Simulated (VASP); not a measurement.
A run of VASP 6.6.1:

INCAR

```
PREC = Accurate
ENCUT = 520
EDIFF = 1E-6
ISMEAR = 0
SIGMA = 0.1
LREAL = False
LASPH = True
NELM = 100
ALGO = Normal
ISIF = 2
LWAVE = False
LCHARG = False
GGA = PE
NBANDS = 33
```

KPOINTS

```
regular mesh
0
Gamma
  3 3 3
```

File POSCAR:

```
TiTe2
1.0
    3.5837816750      2.0690973148      5.5557212405
   -3.5837816750      2.0690973148      5.5557212405
    0.0000000000     -4.1381946296      5.5557212405
Ti Te
2 4
Direct
    0.7430803377      0.7430803377      0.7430803377
    0.2569196623      0.2569196623      0.2569196623
    0.0000000000      0.0000000000      0.0000000000
    0.5000000000      0.0000000000      0.0000000000
    0.0000000000      0.0000000000      0.5000000000
    0.0000000000      0.5000000000      0.0000000000
```

Potentials or basis: VASP PAW PBE potentials, release 64 (Ti_sv, Te).

Run with:

```sh
$ cat potpaw_PBE.64/Ti_sv/POTCAR potpaw_PBE.64/Te/POTCAR > POTCAR
$ mpirun -np 1 vasp_std > vasp.out
```

Hardware: 1 thread of AMD EPYC 9R45 (Zen 5), on a shared host.

Question: How long does it take, and how much memory?

Answer: Wall time 62 s on 1 thread of AMD EPYC 9R45 (Zen 5), with other jobs on the host, peak memory 0.36 GiB. Counts: scf iterations 19, k points 6.
